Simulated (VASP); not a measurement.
A run of VASP 6.6.1 is set up as follows.

INCAR

```
ALGO = Normal ; EDIFF = 1E-6
ENCUT = 1300 ; GGA = CA
GGA_COMPAT = False ; ISIF = 2
ISMEAR = 0 ; LASPH = True
LCHARG = False ; LREAL = False
LWAVE = False ; NBANDS = 31
NELM = 120 ; PREC = Accurate
SIGMA = 0.05
```

The input KPOINTS:

```
k-points
0
Gamma
  10 10 3
```

The input POSCAR:

```
C
1.0
   -2.4912907516      0.0000000000      0.0000000000
   -1.2456453758     -2.1575210791      0.0000000000
   -1.8683434992     -1.0786886222     10.2538776052
C
10
Direct
   -0.7036153569     -0.7036153569      0.8741556576
    0.3708353369      0.3708353369      0.7252443424
    0.0038773849      0.0038773849      0.1257869493
    0.4966425951      0.4966425951      0.4736130507
   -0.0706226682     -0.0706226682      0.2747969895
    0.5711426482      0.5711426482      0.3246030105
   -0.3953493888     -0.3953493888      0.9242937306
    0.0625693688      0.0625693688      0.6751062694
    0.3622697189      0.3622697189      0.0756656066
    0.1382502611      0.1382502611      0.5237343934
```

Potentials or basis: VASP PAW LDA potentials, release 64 (C_h).

Command:

```sh
$ cat potpaw_LDA.64/C_h/POTCAR > POTCAR
$ mpirun -np 1 vasp_std > vasp.out
```

(1) Estimate the pressure.

(2) Predict the band gap on the k mesh.

(3) Predict the largest force.

Answers

(1) 1.6 GPa.

(2) 1.99 eV (least direct gap 4.67 eV).

(3) 4.827 eV/Å.

Caveat: the cell differs from its parent crystal (the part above a cut slid along it); the stress differs along the axes, from -4 to 7 GPa; forces of over 1 eV/Å act on the atoms, so gaps and moduli don't describe the material at rest.
